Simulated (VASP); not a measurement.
# Hf (Fm-3m) in VASP: further runs

Runs on Hf. Level: PBEsol. Tasks: single point.

All numbers are computed with VASP 6.6.1; they aren't measurements. Logs are shortened: lines on timing, memory, paths and dates and some standing lists are left out, and cuts for length are marked.

**1. The cell of the first run**

Symmetry: Fm-3m, No. 225, cubic system. The conventional cell has a = 4.425 Å, b = 4.425 Å, c = 4.425 Å, α = 90.00°, β = 90.00°, γ = 90.00°. Hf (site symmetry m-3m) has 12 Hf at 3.13 Å within 4.1 Å.

**2. Single point, PBEsol (volume scaled by 0.99)**

The input, INCAR:

```
SYSTEM = Hf
PREC = Accurate ; ENCUT = 520
EDIFF = 1E-6 ; ISMEAR = -1
SIGMA = 0.03 ; LREAL = .FALSE.
LASPH = .TRUE. ; NELM = 80
ALGO = Normal ; ISIF = 2
LWAVE = .FALSE. ; LCHARG = .FALSE.
GGA = PS ; NBANDS = 11
```

The input, KPOINTS:

```
Automatic mesh
0
G
  16 16 16
  0 0 0
```

The input, POSCAR:

```
Hf
1.0
    0.0000000000      2.2125751954      2.2125751954
    2.2125751954      0.0000000000      2.2125751954
    2.2125751954      2.2125751954      0.0000000000
Hf
1
Direct
    0.0000000000      0.0000000000      0.0000000000
```

Potentials or basis: VASP PAW PBE potentials, release 64 (Hf_pv).

Command:

```
$ cat potpaw_PBE.64/Hf_pv/POTCAR > POTCAR
$ mpirun -np 1 vasp_std > vasp.out
```

OUTCAR:

```text
SYSTEM = Hf
   PREC = Accurate
   ENCUT = 520
   EDIFF = 1E-6
   ISMEAR = -1
   LREAL = .FALSE.
   LASPH = .TRUE.
   NELM = 80
   ISIF = 2
   GGA = PS

 ion  position               nearest neighbor table
   1  0.000  0.000  0.000-

  LATTYP: Found a face centered cubic cell.
 ALAT       =     4.4251503908

  Lattice vectors:

 A1 = (   0.0000000000,   2.2125751954,   2.2125751954)
 A2 = (   2.2125751954,   0.0000000000,   2.2125751954)
 A3 = (   2.2125751954,   2.2125751954,   0.0000000000)

Analysis of symmetry for initial positions (statically):
=====================================================================
 Subroutine PRICEL returns:
 Original cell was already a primitive cell.

 Routine SETGRP: Setting up the symmetry group for a
 face centered cubic supercell.

 Subroutine GETGRP returns: Found 48 space group operations
 (whereof 48 operations were pure point group operations)
 out of a pool of 48 trial point group operations.

The static configuration has the point symmetry O_h .

Analysis of symmetry for dynamics (positions and initial velocities):
=====================================================================
 Subroutine PRICEL returns:
 Original cell was already a primitive cell.

 Routine SETGRP: Setting up the symmetry group for a
 face centered cubic supercell.

 Subroutine GETGRP returns: Found 48 space group operations
 (whereof 48 operations were pure point group operations)
 out of a pool of 48 trial point group operations.

The dynamic configuration has the point symmetry O_h .

 Subroutine INISYM returns: Found 48 space group operations
 (whereof 48 operations are pure point group operations),
 and found     1 'primitive' translations

----------------------------------------------------------------------------------------

                                     Primitive cell

  volume of cell :      21.6633

  direct lattice vectors                    reciprocal lattice vectors
     0.000000000  2.212575195  2.212575195    -0.225981020  0.225981020  0.225981020
     2.212575195  0.000000000  2.212575195     0.225981020 -0.225981020  0.225981020
     2.212575195  2.212575195  0.000000000     0.225981020  0.225981020 -0.225981020

  length of vectors
     3.129053849  3.129053849  3.129053849     0.391410609  0.391410609  0.391410609

  position of ions in fractional coordinates (direct lattice)
     0.000000000  0.000000000  0.000000000

  ion indices of the primitive-cell ions
   primitive index   ion index
                 1           1

----------------------------------------------------------------------------------------

 KPOINTS: Automatic mesh

Automatic generation of k-mesh.
 Grid dimensions read from file:
 generate k-points for:   16   16   16

 Generating k-lattice:

  Cartesian coordinates                     Fractional coordinates (reciprocal lattice)
    -0.014123814  0.014123814  0.014123814     0.062500000  0.000000000  0.000000000
     0.014123814 -0.014123814  0.014123814     0.000000000  0.062500000  0.000000000
     0.014123814  0.014123814 -0.014123814     0.000000000  0.000000000  0.062500000

  Length of vectors
     0.024463163  0.024463163  0.024463163

  Shift w.r.t. Gamma in fractional coordinates (k-lattice)
     0.000000000  0.000000000  0.000000000

 Subroutine IBZKPT returns following result:
 ===========================================

 Found    145 irreducible k-points:

 Following reciprocal coordinates:
            Coordinates               Weight
  0.000000  0.000000  0.000000      1.000000
  0.062500  0.000000  0.000000      8.000000
  0.125000  0.000000  0.000000      8.000000
  0.187500  0.000000  0.000000      8.000000
  0.250000  0.000000  0.000000      8.000000
  0.312500  0.000000  0.000000      8.000000
[... 16 lines left out ...]
 -0.125000  0.062500  0.000000     24.000000
 -0.062500  0.062500  0.000000     12.000000
 [... further k-points ...]
   k-points           NKPTS =    145   k-points in BZ     NKDIM =    145   number of bands    NBANDS=     11
   number of dos      NEDOS =    301   number of ions     NIONS =      1
   total plane-waves  NPLWV =  13824
   dimension x,y,z NGX =    24 NGY =   24 NGZ =   24
   dimension x,y,z NGXF=    48 NGYF=   48 NGZF=   48
   ions per type =               1
   NGX,Y,Z   is equivalent  to a cutoff of  12.75, 12.75, 12.75 a.u.
   NGXF,Y,Z  is equivalent  to a cutoff of  25.50, 25.50, 25.50 a.u.
 SYSTEM =  Hf
   PREC   = accura    normal or accurate (medium, high low for compatibility)
   ISTART =      0    job   : 0-new  1-cont  2-samecut
   ICHARG =      2    charge: 1-file 2-atom 10-const
   ISPIN  =      1    spin polarized calculation?
   LNONCOLLINEAR =      F non collinear calculations
   LSORBIT =      F    spin-orbit coupling
   LASPH  =      T    aspherical Exc in radial PAW
   ENCUT  =  520.0 eV  38.22 Ry    6.18 a.u.   5.82  5.82  5.82*2*pi/ulx,y,z
   NELM   =     80;   NELMIN=  2; NELMDL= -5     # of ELM steps
   EDIFF  = 0.1E-05   stopping-criterion for ELM
   LREAL  =      F    real-space projection
   EDIFFG = 0.1E-04   stopping-criterion for IOM
   NSW    =      0    number of steps for IOM
   IBRION =     -1    ionic relax: 0-MD 1-quasi-New 2-CG
   NFREE  =      0    steps in history (QN), initial steepest desc. (CG)
   ISIF   =      2    stress and relaxation
   ISYM   =      2    0-nonsym 1-usesym 2-fastsym
   POTIM  = 0.5000    time-step for ionic-motion
   TEBEG  =    0.0;   TEEND  =   0.0 temperature during run
   PSTRESS=    0.0 pullay stress
   NELECT =      10.0000    total number of electrons
   NUPDOWN=      -1.0000    fix difference up-down
   EMIN   =  10.00;   EMAX   =-10.00  energy-range for DOS
   EFERMI =   0.00;   METHOD = LEGACY
   ISMEAR =    -1;   SIGMA  =   0.03  broadening in eV -4-tet -1-fermi 0-gaus
   EFERMI_NEDOS =   21; number of points for ismear=-14 and -15
   IALGO  =     38    algorithm
   IMIX   =      4    mixing-type and parameters
     AMIX     =   0.40;   BMIX     =  1.00
     AMIX_MAG =   1.60;   BMIX_MAG =  1.00
  volume/ion in A,a.u.               =      21.66       146.19
  Fermi-wavevector in a.u.,A,eV,Ry     =   1.265222  2.390923 21.780031  1.600787
  Thomas-Fermi vector in A             =   2.398487
   LORBIT       =      0    0 simple, 1 ext, 2 COOP (PROOUT), +10 PAW based schemes
   GGA     = PS    functional components
   LHFCALC =     F    Hartree Fock is set to
   AEXX    =    0.0000 exact exchange contribution
   IVDW    =     0    specifies the selected vdW correction
   LEPSILON=     F    determine dielectric tensor
   LRPA    =     F    only Hartree local field effects (RPA)
 non-spin polarized calculation
  energy-cutoff  :      520.00
  volume of cell :       21.66
 maximum number of plane-waves:       604
   NGX = 11   NGY = 11   NGZ = 11

 number of electron      10.0000000 magnetization

 Free energy of the ion-electron system (eV)
  ---------------------------------------------------
  ext. energy  EPLUGINS =         0.00000000
  ---------------------------------------------------
  free energy    TOTEN  =       -10.43373935 eV

  energy without entropy =      -10.42822540  energy(sigma->0) =      -10.43098238

 E-fermi :   4.8027     XC(G=0): -11.5408

 val. band max:        4.7943502432   @ k =   0.3125   0.0000   0.0000
 cond. band min:       4.8110440370   @ k =  -0.3125   0.3125   0.0625
 fundamental gap:      0.0166937937
 Fermi energy:         4.8027294349

 k-point     1 :       0.0000    0.0000    0.0000
  band No.  band energies     occupation
      1     -25.0388      2.00000
      2     -25.0388      2.00000
      3     -25.0388      2.00000
      4      -2.5211      2.00000
      5       6.2085      0.00000
      6       6.2085      0.00000
      7       6.2085      0.00000
      8       9.1097      0.00000
      9       9.1097      0.00000
     10      16.2818      0.00000
     11      17.9657      0.00000

 k-point     2 :       0.0625    0.0000    0.0000
  band No.  band energies     occupation
      1     -25.0761      2.00000
      2     -25.0435      2.00000
      3     -25.0435      2.00000
      4      -2.3785      2.00000
      5       6.0624      0.00000
      6       6.2774      0.00000
      7       6.2774      0.00000
      8       9.0320      0.00000
      9       9.0320      0.00000
     10      16.6016      0.00000
     11      17.9650      0.00000

 k-point     3 :       0.1250    0.0000    0.0000
  band No.  band energies     occupation
      1     -25.1809      2.00000
      2     -25.0567      2.00000
      3     -25.0567      2.00000
      4      -1.9667      2.00000
      5       5.6956      0.00000
      6       6.4487      0.00000
      7       6.4487      0.00000
      8       8.8697      0.00000
      9       8.8697      0.00000
     10      17.3874      0.00000
     11      17.9614      0.00000

 k-point     4 :       0.1875    0.0000    0.0000
  band No.  band energies     occupation
      1     -25.3346      2.00000
      2     -25.0764      2.00000
      3     -25.0764      2.00000
      4      -1.3361      2.00000
      5       5.2615      0.00000
      6       6.5995      0.00000
      7       6.5995      0.00000
      8       8.8203      0.00000
      9       8.8203      0.00000
     10      17.2551      0.00000
     11      17.9700      0.00000
[... 239 lines left out ...]
 k-point    22 :      -0.1875    0.0625    0.0000
  band No.  band energies     occupation
      1     -25.3996      2.00000
      2     -25.1184      2.00000
      3     -25.0743      2.00000
      4      -0.9764      2.00000
      5       5.0465      0.00059
      6       6.5550      0.00000
      7       6.7415      0.00000
      8       8.3690      0.00000
      9       9.3480      0.00000
     10      17.2216      0.00000
     11      17.9725      0.00000

 k-point    23 :      -0.1250    0.0625    0.0000
  band No.  band energies     occupation
      1     -25.2428      2.00000
      2     -25.0909      2.00000
      3     -25.0558      2.00000
      4      -1.6583      2.00000
      5       5.4455      0.00000
      6       6.5386      0.00000
      7       6.5932      0.00000
      8       8.4452      0.00000
      9       9.1311      0.00000
     10      17.8642      0.00000
     11      17.9713      0.00000

 k-point    24 :      -0.0625    0.0625    0.0000
  band No.  band energies     occupation
      1     -25.1282      2.00000
      2     -25.0646      2.00000
      3     -25.0450      2.00000
      4      -2.1458      2.00000
      5       5.8323      0.00000
      6       6.3819      0.00000
      7       6.3988      0.00000
      8       8.7484      0.00000
      9       9.0963      0.00000
     10      17.1002      0.00000
     11      17.9635      0.00000

 [... further k-points ...]

------------------------ aborting loop because EDIFF is reached ----------------------------------------

  FORCE on cell =-STRESS in cart. coord.  units (eV):
  Direction    XX          YY          ZZ          XY          YZ          ZX
  --------------------------------------------------------------------------------------
  -------------------------------------------------------------------------------------
  Total       -0.1339977     -0.1339977     -0.1339977      0.0000000     -0.0000000      0.0000000
  in kB       -9.9102303     -9.9102303     -9.9102303      0.0000000     -0.0000000      0.0000000
  external PRESSURE =      -9.9102303 kB  Pullay stress =       0.0000000 kB

 VOLUME and BASIS-vectors are now :
 -----------------------------------------------------------------------------
  energy-cutoff  :      520.00
  volume of cell :       21.66
      direct lattice vectors                 reciprocal lattice vectors
     0.000000000  2.212575195  2.212575195    -0.225981020  0.225981020  0.225981020
     2.212575195  0.000000000  2.212575195     0.225981020 -0.225981020  0.225981020
     2.212575195  2.212575195  0.000000000     0.225981020  0.225981020 -0.225981020

 POSITION                                       TOTAL-FORCE (eV/Angst)
 -----------------------------------------------------------------------------------
      0.00000      0.00000      0.00000         0.000000      0.000000      0.000000
 -----------------------------------------------------------------------------------
    total drift:                                0.000000      0.000000     -0.000000

  FREE ENERGIE OF THE ION-ELECTRON SYSTEM (eV)
  ---------------------------------------------------
  free  energy   TOTEN  =       -10.4337393537 eV

  energy  without entropy=      -10.4282253986  energy(sigma->0) =      -10.43098238
```

Run time: 14 s. Hardware: 1 thread of Intel Xeon 6975P-C, shared host; peak memory 0.16 GiB.

Results:

- Free energy: -10.4337 eV
- Pressure: -1.0 GPa
- Band gap on the k mesh: zero (band 5 reaches 6.21 eV, above the bottom of band 6 at 4.41 eV)

Caveat: the PAW data sets were made with another functional, which shifts forces and pressure a little; spin-orbit coupling is left out, which moves the levels of the heavy elements.

**3. Single point, PBEsol (volume scaled by 1.01)**

The input, INCAR:

```
PREC     = Accurate       # precision mode
ENCUT    = 520            # plane-wave cutoff, eV
EDIFF    = 1E-6           # SCF threshold, eV
ISMEAR   = -1             # smearing method
SIGMA    = 0.03           # smearing width, eV
LREAL    = F              # projectors in reciprocal space
LASPH    = T              # aspherical terms in the spheres
NELM     = 60             # most SCF steps
ALGO     = Normal         # electronic algorithm
ISIF     = 2              # what is computed and relaxed
LWAVE    = F              # write WAVECAR
LCHARG   = T              # write CHGCAR
GGA      = PS             # functional
LELF     = T              # ELF
LVHAR    = T            
NBANDS   = 11             # bands
```

The input, KPOINTS:

```
Automatic mesh
0
Gamma
  16 16 16
```

The input, POSCAR:

```
Hf
1.0
    0.0000000000      2.2273754695      2.2273754695
    2.2273754695      0.0000000000      2.2273754695
    2.2273754695      2.2273754695      0.0000000000
Hf
1
Direct
    0.0000000000      0.0000000000      0.0000000000
```

Potentials or basis: VASP PAW PBE potentials, release 64 (Hf_pv).

Command:

```
$ cat potpaw_PBE.64/Hf_pv/POTCAR > POTCAR
$ mpirun -np 1 vasp_std > vasp.out
```

Run time: 16 s. Hardware: 1 thread of Intel Xeon 6975P-C, shared host; peak memory 0.16 GiB.

The run converged. Its results:

```yaml
Free_energy: -10.4283 eV
Pressure: -3.0 GPa
Band_gap_on_the_k_mesh: zero (band 5 reaches 6.06 eV, above the bottom of band 6 at 4.27 eV)
```

Levels at points of the mesh, in eV from the Fermi level:
```tsv
k point	band 1	band 2	band 3	band 4	band 5	band 6	band 7	band 8	band 9	band 10
(0.00, 0.00, 0.00)	-29.91	-29.91	-29.91	-7.25	1.40	1.40	1.40	4.23	4.23	11.41
(0.50, 0.00, 0.00)	-30.77	-30.03	-30.03	-3.68	0.65	1.17	1.17	6.39	6.39	9.52
(0.50, 0.50, 0.00)	-30.71	-30.22	-30.22	-3.31	-2.17	2.61	6.40	7.04	7.04	10.01
```

Caveat: the PAW data sets were made with another functional, which shifts forces and pressure a little; spin-orbit coupling is left out, which moves the levels of the heavy elements.

(Part 1 of 2 ends here.)
